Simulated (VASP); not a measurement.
# Lu (P6_3/mmc) in VASP: further runs

Lu is run at these levels: PBE; tasks: relaxation of shape and atoms at fixed volume.

Program: VASP 6.6.1. These are calculated values, not measurements. Logs are shortened: lines on timing, memory, paths and dates and some standing lists are left out, and cuts for length are marked.

**1. The cell of the first run**

It takes space group P6_3/mmc (No. 194, hexagonal). Conventional cell: a = 3.576 Å, b = 3.576 Å, c = 5.568 Å, α = 90.00°, β = 90.00°, γ = 120.00°. Within 4.6 Å of Lu (site symmetry -6m2) lie 12 Lu at 3.47 to 3.58 Å.

**2. Relaxation of shape and atoms at fixed volume, PBE (30.83 Å³/atom)**

File INCAR:

```
SYSTEM = Lu
ALGO = Fast
EDIFF = 1E-6
EDIFFG = -0.01
ENCUT = 600
GGA = PE
IBRION = 2
ISIF = 4
ISMEAR = 0
LASPH = .TRUE.
LCHARG = .FALSE.
LREAL = .FALSE.
LWAVE = .FALSE.
NELM = 60
NSW = 50
PREC = Accurate
SIGMA = 0.1
```

File KPOINTS:

```
k-points
0
G
  15 15 8
  0 0 0
```

File POSCAR:

```
Lu
1.0
    3.5758479777      0.0000000000      0.0000000000
   -1.7879239888      3.0967751887      0.0000000000
    0.0000000000      0.0000000000      5.5684439010
Lu
2
Direct
    0.3333333333      0.6666666667      0.2500000000
    0.6666666667      0.3333333333      0.7500000000
```

Potentials or basis: VASP PAW PBE potentials, release 64 (Lu).

Run with:

```
> cat potpaw_PBE.64/Lu/POTCAR > POTCAR
> mpirun -np 1 vasp_std > vasp.out
```

OUTCAR:

```text
SYSTEM = Lu
   EDIFF = 1E-6
   EDIFFG = -0.01
   ENCUT = 600
   GGA = PE
   IBRION = 2
   ISIF = 4
   ISMEAR = 0
   LASPH = .TRUE.
   LREAL = .FALSE.
   NELM = 60
   NSW = 50
   PREC = Accurate

 ion  position               nearest neighbor table
   1  0.333  0.667  0.250-   2 3.47   2 3.47   2 3.47   2 3.47   2 3.47   2 3.47
   2  0.667  0.333  0.750-   1 3.47   1 3.47   1 3.47   1 3.47   1 3.47   1 3.47

  LATTYP: Found a hexagonal cell.
 ALAT       =     3.5758479777
 C/A-ratio  =     1.5572373143

  Lattice vectors:

 A1 = (   3.5758479777,   0.0000000000,   0.0000000000)
 A2 = (  -1.7879239888,   3.0967751887,   0.0000000000)
 A3 = (   0.0000000000,   0.0000000000,   5.5684439010)

Analysis of symmetry for initial positions (statically):
=====================================================================
 Subroutine PRICEL returns:
 Original cell was already a primitive cell.

 Routine SETGRP: Setting up the symmetry group for a
 hexagonal supercell.

 Subroutine GETGRP returns: Found 24 space group operations
 (whereof 12 operations were pure point group operations)
 out of a pool of 24 trial point group operations.

The static configuration has the point symmetry D_3d.
 The point group associated with its full space group is D_6h.

Analysis of symmetry for dynamics (positions and initial velocities):
=====================================================================
 Subroutine PRICEL returns:
 Original cell was already a primitive cell.

 Routine SETGRP: Setting up the symmetry group for a
 hexagonal supercell.

 Subroutine GETGRP returns: Found 24 space group operations
 (whereof 12 operations were pure point group operations)
 out of a pool of 24 trial point group operations.

The dynamic configuration has the point symmetry D_3d.
 The point group associated with its full space group is D_6h.

 Subroutine INISYM returns: Found 24 space group operations
 (whereof 12 operations are pure point group operations),
 and found     1 'primitive' translations

----------------------------------------------------------------------------------------

                                     Primitive cell

  volume of cell :      61.6627

  direct lattice vectors                    reciprocal lattice vectors
     3.575847978  0.000000000  0.000000000     0.279653947  0.161458281  0.000000000
    -1.787923989  3.096775189  0.000000000     0.000000000  0.322916563  0.000000000
     0.000000000  0.000000000  5.568443901     0.000000000  0.000000000  0.179583384

  length of vectors
     3.575847978  3.575847978  5.568443901     0.322916563  0.322916563  0.179583384

  position of ions in fractional coordinates (direct lattice)
     0.333333333  0.666666667  0.250000000
     0.666666667  0.333333333  0.750000000

  ion indices of the primitive-cell ions
   primitive index   ion index
                 1           1
                 2           2

----------------------------------------------------------------------------------------

 KPOINTS: k-points

Automatic generation of k-mesh.
 Grid dimensions read from file:
 generate k-points for:   15   15    8

 Generating k-lattice:

  Cartesian coordinates                     Fractional coordinates (reciprocal lattice)
     0.018643596  0.010763885  0.000000000     0.066666667  0.000000000  0.000000000
     0.000000000  0.021527771  0.000000000     0.000000000  0.066666667  0.000000000
     0.000000000  0.000000000  0.022447923     0.000000000  0.000000000  0.125000000
[... 54 lines left out ...]
   LASPH  =      T    aspherical Exc in radial PAW
   ENCUT  =  600.0 eV  44.10 Ry    6.64 a.u.   7.14  7.14 11.12*2*pi/ulx,y,z
   NELM   =     60;   NELMIN=  2; NELMDL= -5     # of ELM steps
   EDIFF  = 0.1E-05   stopping-criterion for ELM
   LREAL  =      F    real-space projection
   EDIFFG = -.1E-01   stopping-criterion for IOM
   NSW    =     50    number of steps for IOM
   IBRION =      2    ionic relax: 0-MD 1-quasi-New 2-CG
   NFREE  =      1    steps in history (QN), initial steepest desc. (CG)
   ISIF   =      4    stress and relaxation
   ISYM   =      2    0-nonsym 1-usesym 2-fastsym
   POTIM  = 0.5000    time-step for ionic-motion
   TEBEG  =    0.0;   TEEND  =   0.0 temperature during run
   PSTRESS=    0.0 pullay stress
   NELECT =      50.0000    total number of electrons
   NUPDOWN=      -1.0000    fix difference up-down
   EMIN   =  10.00;   EMAX   =-10.00  energy-range for DOS
   EFERMI =   0.00;   METHOD = LEGACY
   ISMEAR =     0;   SIGMA  =   0.10  broadening in eV -4-tet -1-fermi 0-gaus
   EFERMI_NEDOS =   21; number of points for ismear=-14 and -15
   IALGO  =     68    algorithm
   IMIX   =      4    mixing-type and parameters
     AMIX     =   0.40;   BMIX     =  1.00
     AMIX_MAG =   1.60;   BMIX_MAG =  1.00
  volume/ion in A,a.u.               =      30.83       208.06
  Fermi-wavevector in a.u.,A,eV,Ry     =   1.526595  2.884847 31.708293  2.330494
  Thomas-Fermi vector in A             =   2.634607
   LORBIT       =      0    0 simple, 1 ext, 2 COOP (PROOUT), +10 PAW based schemes
   GGA     = PE    functional components
   LHFCALC =     F    Hartree Fock is set to
   AEXX    =    0.0000 exact exchange contribution
   IVDW    =     0    specifies the selected vdW correction
   LEPSILON=     F    determine dielectric tensor
   LRPA    =     F    only Hartree local field effects (RPA)
 conjugate gradient relaxation of ions
 non-spin polarized calculation
 RMM-DIIS sequential band-by-band and
 Gauss-broadening in eV      SIGMA  =   0.10
  energy-cutoff  :      600.00
  volume of cell :       61.66
 maximum number of plane-waves:      2085
 NGX is ok and might be reduce to    30
   NGX = 15   NGY = 15   NGZ = 23

--------------------------------------- Ionic step        1  -------------------------------------------

 number of electron      50.0000006 magnetization

 Free energy of the ion-electron system (eV)
  ---------------------------------------------------
  ext. energy  EPLUGINS =         0.00000000
  ---------------------------------------------------
  free energy    TOTEN  =        -9.02636464 eV

  energy without entropy =       -9.00725241  energy(sigma->0) =       -9.01680852

------------------------ aborting loop because EDIFF is reached ----------------------------------------

  FORCE on cell =-STRESS in cart. coord.  units (eV):
  Direction    XX          YY          ZZ          XY          YZ          ZX
  --------------------------------------------------------------------------------------
  -------------------------------------------------------------------------------------
  Total       -1.0294879     -1.0294879     -0.9881424     -0.0000000      0.0000000     -0.0000000
  in kB      -26.7491041    -26.7491041    -25.6748269     -0.0000000      0.0000000     -0.0000000
  external PRESSURE =     -26.3910117 kB  Pullay stress =       0.0000000 kB

 VOLUME and BASIS-vectors are now :
 -----------------------------------------------------------------------------
  energy-cutoff  :      600.00
  volume of cell :       61.66
      direct lattice vectors                 reciprocal lattice vectors
     3.575847978  0.000000000  0.000000000     0.279653947  0.161458281  0.000000000
    -1.787923989  3.096775189  0.000000000     0.000000000  0.322916563  0.000000000
     0.000000000  0.000000000  5.568443901     0.000000000  0.000000000  0.179583384

 POSITION                                       TOTAL-FORCE (eV/Angst)
 -----------------------------------------------------------------------------------
     -0.00000      2.06452      1.39211         0.000000     -0.000000      0.000000
      1.78792      1.03226      4.17633        -0.000000      0.000000      0.000000
 -----------------------------------------------------------------------------------
    total drift:                                0.000000     -0.000000      0.000000

  FREE ENERGIE OF THE ION-ELECTRON SYSTEM (eV)
  ---------------------------------------------------
  free  energy   TOTEN  =        -9.0263646427 eV

  energy  without entropy=       -9.0072524058  energy(sigma->0) =       -9.01680852

--------------------------------------- Ionic step        2  -------------------------------------------

 number of electron      50.0000005 magnetization

 Free energy of the ion-electron system (eV)
  ---------------------------------------------------
  ext. energy  EPLUGINS =         0.00000000
  ---------------------------------------------------
  free energy    TOTEN  =        -9.02638855 eV

  energy without entropy =       -9.00723893  energy(sigma->0) =       -9.01681374

 E-fermi :   1.9984     XC(G=0): -10.3961

 val. band max:        1.9853269095   @ k =   0.2667   0.2000   0.3750
 cond. band min:       2.0027088913   @ k =   0.1333   0.1333   0.2500
 fundamental gap:      0.0173819817
 Fermi energy:         1.9984049807

 k-point     1 :       0.0000    0.0000    0.0000
  band No.  band energies     occupation
      1     -54.3249      2.00000
      2     -54.2974      2.00000
      3     -25.2073      2.00000
      4     -24.8584      2.00000
      5     -24.8584      2.00000
      6     -24.7870      2.00000
[... 781 lines left out ...]
     29       4.4360      0.00000
     30       7.1241      0.00000

 [... further k-points ...]

------------------------ aborting loop because EDIFF is reached ----------------------------------------

  FORCE on cell =-STRESS in cart. coord.  units (eV):
  Direction    XX          YY          ZZ          XY          YZ          ZX
  --------------------------------------------------------------------------------------
  -------------------------------------------------------------------------------------
  Total       -0.9059615     -0.9059615     -0.8833349     -0.0000000      0.0000000     -0.0000000
  in kB      -23.5395292    -23.5395292    -22.9516232     -0.0000000      0.0000000     -0.0000000
  external PRESSURE =     -23.3435606 kB  Pullay stress =       0.0000000 kB

 VOLUME and BASIS-vectors are now :
 -----------------------------------------------------------------------------
  energy-cutoff  :      600.00
  volume of cell :       61.66
      direct lattice vectors                 reciprocal lattice vectors
     3.574659631 -0.000000000 -0.000000000     0.279746914  0.161511956  0.000000000
    -1.787329816  3.095746051  0.000000000     0.000000000  0.323023912  0.000000000
    -0.000000000  0.000000000  5.572146821     0.000000000  0.000000000  0.179464044

 POSITION                                       TOTAL-FORCE (eV/Angst)
 -----------------------------------------------------------------------------------
     -0.00000      2.06383      1.39304        -0.000000     -0.000000      0.000000
      1.78733      1.03192      4.17911         0.000000      0.000000      0.000000
 -----------------------------------------------------------------------------------
    total drift:                                0.000000     -0.000000      0.000000

  FREE ENERGIE OF THE ION-ELECTRON SYSTEM (eV)
  ---------------------------------------------------
  free  energy   TOTEN  =        -9.0263885459 eV

  energy  without entropy=       -9.0072389281  energy(sigma->0) =       -9.01681374

 reached required accuracy - stopping structural energy minimisation
```

Wall time 6.3 min (1 thread of Intel Xeon 6975P-C (Granite Rapids), shared host); peak memory 0.4 GiB.

Results:

```
Free energy               : -9.0264 eV
Energy gained by relaxing : 0.0 meV/atom
Ionic steps               : 2
Pressure after relaxing   : -2.3 GPa
Band gap on the k mesh    : zero (bands 25 and 26 overlap by 1.76 eV)
```

Final structure:
```xyz
2
Lattice="3.5747 0.0000 0.0000 -1.7873 3.0957 0.0000 0.0000 0.0000 5.5721" Properties=species:S:1:pos:R:3 pbc="T T T"
Lu    0.0000    2.0638    1.3930
Lu    1.7873    1.0319    4.1791
```

Levels at points of the mesh, in eV from the Fermi level:
| k point | band 21 | band 22 | band 23 | band 24 | band 25 | band 26 | band 27 | band 28 | band 29 | band 30 |
| --- | --- | --- | --- | --- | --- | --- | --- | --- | --- | --- |
| (0.00, 0.00, 0.00) | -4.99 | -4.98 | -4.97 | -2.28 | 0.53 | 2.14 | 2.14 | 2.56 | 2.83 | 2.86 |
| (0.00, 0.00, 0.50) | -4.98 | -4.98 | -4.28 | -4.28 | 1.21 | 1.21 | 2.04 | 2.04 | 2.04 | 2.05 |

Caveat: spin-orbit coupling is left out, which moves the levels of the heavy elements.

**3. Relaxation of shape and atoms at fixed volume, PBE (31.99 Å³/atom)**

This run uses another cell than the first one, of 31.99 Å³/atom.

File INCAR:

```
SYSTEM = Lu
  PREC = Accurate
  ENCUT = 600
  EDIFF = 1E-6
  ISMEAR = 0
  SIGMA = 0.1
  LREAL = .FALSE.
  LASPH = .TRUE.
  NELM = 80
  ALGO = Fast
  ISIF = 4
  LWAVE = .FALSE.
  LCHARG = .FALSE.
  GGA = PE
  IBRION = 2
  NSW = 50
  EDIFFG = -0.01
```

File KPOINTS:

```
regular mesh
0
G
  15 15 8
  0 0 0
```

File POSCAR:

```
Lu
1.0
    3.6202729919      0.0000000000      0.0000000000
   -1.8101364959      3.1352483797      0.0000000000
    0.0000000000      0.0000000000      5.6376241909
Lu
2
Direct
    0.3333333333      0.6666666667      0.2500000000
    0.6666666667      0.3333333333      0.7500000000
```

Potentials or basis: VASP PAW PBE potentials, release 64 (Lu).

Run with:

```
> cat potpaw_PBE.64/Lu/POTCAR > POTCAR
> mpirun -np 1 vasp_std > vasp.out
```

Wall time 7.8 min (1 thread of Intel Xeon 6975P-C (Granite Rapids), shared host); peak memory 0.42 GiB.

Results (log left out):

* Free energy: -8.9833 eV
* Energy gained by relaxing: 0.0 meV/atom
* Ionic steps: 3
* Pressure after relaxing: -3.6 GPa
* Band gap on the k mesh: zero (bands 25 and 26 overlap by 1.69 eV)

Final structure:
```yaml
crystal:
  lattice:
    - [3.61639, 0.00000, 0.00000]
    - [-1.80819, 3.13188, 0.00000]
    - [0.00000, 0.00000, 5.64975]
  atoms:
    - { symbol: Lu, position: [0.33333, 0.66667, 0.25000] }
    - { symbol: Lu, position: [0.66667, 0.33333, 0.75000] }
```

Levels at points of the mesh, in eV from the Fermi level:
```
           k point  band 23  band 24  band 25  band 26  band 27  band 28
(0.00, 0.00, 0.00)    -5.06    -2.23     0.42     2.10     2.10     2.48
(0.00, 0.00, 0.50)    -4.24    -4.24     1.18     1.18     2.02     2.02
```

Caveat: spin-orbit coupling is left out, which moves the levels of the heavy elements.

**4. Relaxation of shape and atoms at fixed volume, PBE (26.47 Å³/atom)**

This run uses another cell than the first one, of 26.47 Å³/atom.

File INCAR:

```
SYSTEM = Lu
PREC     = Accurate       ! precision mode
ENCUT    = 600            ! plane-wave cutoff, eV
EDIFF    = 1E-6           ! SCF threshold, eV
ISMEAR   = 0              ! smearing method
SIGMA    = 0.1            ! smearing width, eV
LREAL    = .False.        ! projectors in reciprocal space
LASPH    = .True.         ! aspherical terms in the spheres
NELM     = 60             ! most SCF steps
ALGO     = Fast           ! electronic algorithm
ISIF     = 4              ! what is computed and relaxed
LWAVE    = .False.        ! write WAVECAR
LCHARG   = .False.        ! write CHGCAR
GGA      = PE             ! functional
IBRION   = 2              ! ionic algorithm
NSW      = 50             ! ionic steps
EDIFFG   = -0.01          ! ionic threshold
```

File KPOINTS:

```
Automatic mesh
0
Gamma
  15 15 8
  0 0 0
```

File POSCAR:

```
Lu
1.0
    3.3985282900      0.0000000000      0.0000000000
   -1.6992641450      2.9432118346      0.0000000000
    0.0000000000      0.0000000000      5.2923150669
Lu
2
Direct
    0.3333333333      0.6666666667      0.2500000000
    0.6666666667      0.3333333333      0.7500000000
```

Run with:

```
> cat potpaw_PBE.64/Lu/POTCAR > POTCAR
> mpirun -np 1 vasp_std > vasp.out
```

It took 5.8 min on 1 thread of AMD EPYC 9R45 (Zen 5), shared host; peak memory 0.33 GiB.

The run converged. Its results:

* Free energy: -8.9644 eV
* Energy gained by relaxing: 0.0 meV/atom
* Ionic steps: 2
* Pressure after relaxing: 5.4 GPa
* Band gap on the k mesh: zero (bands 25 and 26 overlap by 1.96 eV)

Final structure:
```yaml
crystal:
  lattice:
    - [3.39971, 0.00000, 0.00000]
    - [-1.69986, 2.94424, 0.00000]
    - [0.00000, 0.00000, 5.28862]
  atoms:
    - { symbol: Lu, position: [0.33333, 0.66667, 0.25000] }
    - { symbol: Lu, position: [0.66667, 0.33333, 0.75000] }
```

Levels at points of the mesh, in eV from the Fermi level:
| k point | band 21 | band 22 | band 23 | band 24 | band 25 | band 26 | band 27 | band 28 | band 29 | band 30 |
| --- | --- | --- | --- | --- | --- | --- | --- | --- | --- | --- |
| (0.00, 0.00, 0.00) | -4.70 | -4.67 | -4.67 | -2.54 | 1.04 | 2.27 | 2.27 | 2.80 | 3.11 | 3.11 |
| (0.00, 0.00, 0.50) | -4.67 | -4.67 | -4.42 | -4.42 | 1.29 | 1.29 | 2.16 | 2.16 | 2.16 | 2.16 |

Caveat: spin-orbit coupling is left out, which moves the levels of the heavy elements.

**5. Relaxation of shape and atoms at fixed volume, PBE (27.34 Å³/atom)**

This run uses another cell than the first one, of 27.34 Å³/atom.

File INCAR:

```
ALGO = Fast
EDIFF = 1E-6
EDIFFG = -0.01
ENCUT = 600
GGA = PE
IBRION = 2
ISIF = 4
ISMEAR = 0
LASPH = T
LCHARG = F
LREAL = F
LWAVE = F
NELM = 100
NSW = 50
PREC = Accurate
SIGMA = 0.1
```

File KPOINTS:

```
k-points
0
Gamma
  15 15 8
```

File POSCAR:

```
Lu
1.0
    3.4354717092      0.0000000000      0.0000000000
   -1.7177358546      2.9752057742      0.0000000000
    0.0000000000      0.0000000000      5.3498447378
Lu
2
Direct
    0.3333333333      0.6666666667      0.2500000000
    0.6666666667      0.3333333333      0.7500000000
```

Run with:

```
> cat potpaw_PBE.64/Lu/POTCAR > POTCAR
> mpirun -np 1 vasp_std > vasp.out
```

Run time: 5.7 min. Hardware: 1 thread of AMD EPYC 9R45 (Zen 5), shared host; peak memory 0.35 GiB.

Results (log left out):

```
Free energy               : -9.0123 eV
Energy gained by relaxing : 0.0 meV/atom
Ionic steps               : 2
Pressure after relaxing   : 3.4 GPa
Band gap on the k mesh    : zero (bands 25 and 26 overlap by 1.93 eV)
```

Final structure:
```
Lu
1.0
     3.43631    0.00000    0.00000
    -1.71815    2.97593    0.00000
     0.00000    0.00000    5.34724
Lu
2
Direct
  0.33333 0.66667 0.25000
  0.66667 0.33333 0.75000
```

Levels at points of the mesh, in eV from the Fermi level:
| k point | band 21 | band 22 | band 23 | band 24 | band 25 | band 26 | band 27 | band 28 | band 29 | band 30 |
| --- | --- | --- | --- | --- | --- | --- | --- | --- | --- | --- |
| (0.00, 0.00, 0.00) | -4.76 | -4.73 | -4.73 | -2.48 | 0.91 | 2.24 | 2.24 | 2.75 | 3.05 | 3.07 |
| (0.00, 0.00, 0.50) | -4.73 | -4.73 | -4.39 | -4.39 | 1.28 | 1.28 | 2.14 | 2.14 | 2.14 | 2.14 |

Caveat: spin-orbit coupling is left out, which moves the levels of the heavy elements.

**6. Overview**

| cell | gap on the mesh (eV) | pressure (GPa) |
| --- | --- | --- |
| relaxed from a = 3.576, b = 3.576, c = 5.568 Å, angles 90.0, 90.0, 120.0°, 2 atoms | none | -2.3 |
| relaxed from a = 3.620, b = 3.620, c = 5.638 Å, angles 90.0, 90.0, 120.0°, 2 atoms | none | -3.6 |
| relaxed from a = 3.399, b = 3.399, c = 5.292 Å, angles 90.0, 90.0, 120.0°, 2 atoms | none | 5.4 |
| relaxed from a = 3.435, b = 3.435, c = 5.350 Å, angles 90.0, 90.0, 120.0°, 2 atoms | none | 3.4 |

Alike in all rows: task relaxation of shape and atoms at fixed volume; level PBE; potentials or basis VASP PAW PBE potentials, release 64 (Lu); no spin polarisation; k mesh 15 × 15 × 8; cutoff (eV) 600; smearing gaussian 0.1 eV.

Caveats: spin-orbit coupling is left out, which moves the levels of the heavy elements.

Absolute energies hang on the potentials; compare differences alone.

The gap in the log of VASP goes by the Fermi energy; the results here count the filled bands.